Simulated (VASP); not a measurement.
A run of VASP 6.6.1 is set up as follows.

File INCAR:

```
SYSTEM = ScAsS
PREC = Accurate
ENCUT = 600
EDIFF = 1E-7
ISMEAR = 0
SIGMA = 0.1
LREAL = .FALSE.
LASPH = .TRUE.
NELM = 100
ALGO = Normal
ISIF = 3
LWAVE = .FALSE.
LCHARG = .FALSE.
GGA = PE
IBRION = 2
NSW = 100
EDIFFG = -0.01
```

Contents of KPOINTS:

```
regular mesh
0
G
  12 12 10
  0 0 0
```

File POSCAR:

```
ScAsS
1.0
    3.8843898796      0.0000000000      0.0000000000
    0.0000000000      3.8843898796      0.0000000000
    0.0000000000      0.0000000000      4.8315384630
Sc As S
1 1 1
Direct
    0.5000000000      0.5000000000      0.0000000000
    0.0000000000      0.0000000000      0.0000000000
    0.5000000000      0.5000000000      0.5000000000
```

Potentials or basis: VASP PAW PBE potentials, release 64 (Sc_sv, As, S).

Run with:

```bash
$ cat potpaw_PBE.64/Sc_sv/POTCAR potpaw_PBE.64/As/POTCAR potpaw_PBE.64/S/POTCAR > POTCAR
$ mpirun -np 1 vasp_std > vasp.out
```

(1) What does it give for the relaxed volume?

(2) Estimate the space group after relaxing (to 0.05 Å).

(3) What does it give for the relaxed cell?

## Answers

(1) 24.40 Å³/atom.

(2) P4/mmm (No. 123).

(3) a = 3.885 Å, b = 3.885 Å, c = 4.850 Å, α = 90.00°, β = 90.00°, γ = 90.00°.
